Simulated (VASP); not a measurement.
A run of VASP 6.6.1 is set up as follows.

Contents of INCAR:

```
PREC     = Accurate       # precision mode
ENCUT    = 520            # plane-wave cutoff, eV
EDIFF    = 1E-6           # SCF threshold, eV
ISMEAR   = 0              # smearing method
SIGMA    = 0.1            # smearing width, eV
LREAL    = F              # projectors in reciprocal space
LASPH    = T              # aspherical terms in the spheres
NELM     = 60             # most SCF steps
ALGO     = Normal         # electronic algorithm
ISIF     = 2              # what is computed and relaxed
LWAVE    = F              # write WAVECAR
LCHARG   = F              # write CHGCAR
LDIPOL   = T            
IDIPOL   = 3            
DIPOL    = 0.5 0.5 0.500
GGA      = PE             # functional
IVDW     = 12             # dispersion correction
IBRION   = 2              # ionic algorithm
NSW      = 60             # ionic steps
EDIFFG   = -0.01          # ionic threshold
```

The input KPOINTS:

```
regular mesh
0
Gamma
  18 18 1
```

The input POSCAR:

```
C
1.0
    2.5644138166      0.0000000000      0.0000000000
   -1.2822069083      2.2208475110      0.0000000000
    0.0000000000      0.0000000000     28.0000000000
C
2
Direct
    0.3333333333      0.6666666667      0.5000000000
    0.6666666667      0.3333333333      0.5000000000
```

Potentials or basis: VASP PAW PBE potentials, release 64 (C).

Command:

```console
$ cat potpaw_PBE.64/C/POTCAR > POTCAR
$ mpirun -np 1 vasp_std > vasp.out
```

(1) Predict the band gap on the k mesh.

(2) Estimate the dispersion energy per atom.

Results:

(1) zero (filled and empty bands touch).

(2) -0.085 eV.

Caveat: the cell differs from its parent crystal (biaxial strain +0.040); the relaxation stopped at its first step, so nothing moved.
